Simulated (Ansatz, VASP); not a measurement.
Zn in VASP and in Ansatz

```
Zn
1.0
     2.68245    0.00000    0.00000
    -1.34122    2.32307    0.00000
     0.00000    0.00000    4.97946
Zn
2
Direct
  0.33333 0.66667 0.25000
  0.66667 0.33333 0.75000
```

Change from the starting cell: volume scaled by 1.02.

Alike in both runs: task single point; functional PBEsol; k mesh 16 × 16 × 8; occupations fermi-dirac, width 0.03 eV; no spin polarisation.

|  | VASP | Ansatz |
| --- | --- | --- |
| version | VASP 6.6.1 | Ansatz 0.2.0 |
| potentials or method | VASP PAW PBE potentials, release 64 (Zn), cutoff 520 eV | all-electron LAPW, scalar-relativistic |

```csv
,VASP,Ansatz,Ansatz less VASP
pressure (GPa),-6.3,-6.7,-0.32
"traceless stress, the component that is largest in VASP (GPa)",0.58,0.69,+0.111
```

VASP's potentials were made for PBE, not for PBEsol. Ansatz ran all-electron here, and VASP with PAW potentials.
